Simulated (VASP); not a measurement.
Wanted: the native input for a VASP 6.6.1 run.

- Task: relaxation of cell and atoms
- Functional: LDA
- Potentials or basis: VASP PAW LDA potentials, release 64 (N, B)
- Cutoff: 600 eV
- k mesh: 12 × 12 × 4
- Occupations: fermi-dirac, width 0.05 eV
- Spin: no spin polarisation
- Dipole correction: no
- Further INCAR settings: ALGO = Normal; EDIFF = 1e-07; IBRION = 2; EDIFFG = -0.01; NSW = 60; ISIF = 3

The structure of BN lies in POSCAR:

```
BN
1.0
    2.4982400000      0.0000000000      0.0000000000
   -1.2491200000      2.1635393048      0.0000000000
    0.0000000000      0.0000000000      6.6357000000
N B
2 2
Direct
    0.6666666667      0.3333333333      0.2500000000
    0.3333333333      0.6666666667      0.7500000000
    0.6666666667      0.3333333333      0.7500000000
    0.3333333333      0.6666666667      0.2500000000
```

These files were run (other wordings do the same):

INCAR

```
SYSTEM = BN
ALGO = Normal
EDIFF = 1E-7
EDIFFG = -0.01
ENCUT = 600
GGA = CA
IBRION = 2
ISIF = 3
ISMEAR = -1
LASPH = .True.
LCHARG = .False.
LREAL = .False.
LWAVE = .False.
NELM = 60
NSW = 60
PREC = Accurate
SIGMA = 0.05
```

KPOINTS

```
k-points
0
Gamma
  12 12 4
  0 0 0
```

Potentials or basis: VASP PAW LDA potentials, release 64 (N, B).

The run is started by

```bash
$ cat potpaw_LDA.64/N/POTCAR potpaw_LDA.64/B/POTCAR > POTCAR
$ mpirun -np 1 vasp_std > vasp.out
```

Results of the run:

```json
{
  "Relaxed volume": "8.64 Å³/atom",
  "Relaxed cell": "a = 2.490 Å, b = 2.490 Å, c = 6.436 Å, α = 90.00°, β = 90.00°, γ = 120.00°",
  "Space group after relaxing (to 0.05 Å)": "P6_3/mmc (No. 194)",
  "Energy gained by relaxing": "1.4 meV/atom",
  "Ionic steps": "9",
  "Pressure after relaxing": "0.1 GPa",
  "Band gap on the k mesh": "4.03 eV, indirect (least direct gap 4.43 eV)"
}
```

Run time: 80 s on 1 thread of Intel(R) Xeon(R) Platinum 8488C (Sapphire Rapids), on a shared host, peak memory 0.15 GiB.
